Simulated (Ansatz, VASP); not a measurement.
## Two plane-wave programs on ScBe4Al2B3

```xyz
10
Lattice="4.1146 0.0000 0.0000 -2.0573 3.5634 0.0000 0.0000 0.0000 8.7227" Properties=species:S:1:pos:R:3 pbc="T T T"
Sc    2.0573    1.1878    0.0000
Be    0.0000    2.3756    6.7293
Be    0.0000    2.3756    1.9934
Be    0.0000    2.3756    0.0000
Be    0.0000    0.0000    4.3614
Al    0.0000    0.0000    0.0000
Al    0.0000    2.3756    4.3614
B     0.0000    0.0000    2.3179
B     0.0000    0.0000    6.4048
B     2.0573    1.1878    4.3614
```

Alike in both runs: functional PBE; k mesh 6 × 6 × 4; occupations gaussian, width 0.1 eV; no spin polarisation.

Ansatz relaxed the structure, and its values are those at the end. VASP's run is a single point on that final structure, the one shown.

|  | VASP | Ansatz |
| --- | --- | --- |
| version | VASP 6.6.1 | Ansatz 0.2.0 |
| potentials or method | VASP PAW PBE potentials, release 64 (Sc_sv, Be, Al, B), cutoff 520 eV | scalar-relativistic, plane waves, PAW |
| valence electrons in the cell | 34 | 34 |

Ansatz gave:

```
gap on the k mesh at the Fermi level (eV) : none
pressure (GPa)                            : 0.0
```

**Question.** Estimate VASP's values.

**Answer.** gap on the k mesh at the Fermi level (eV): none; pressure (GPa): 0.1.

A gap of «none» marks a metal or a gap that the smearing closes.
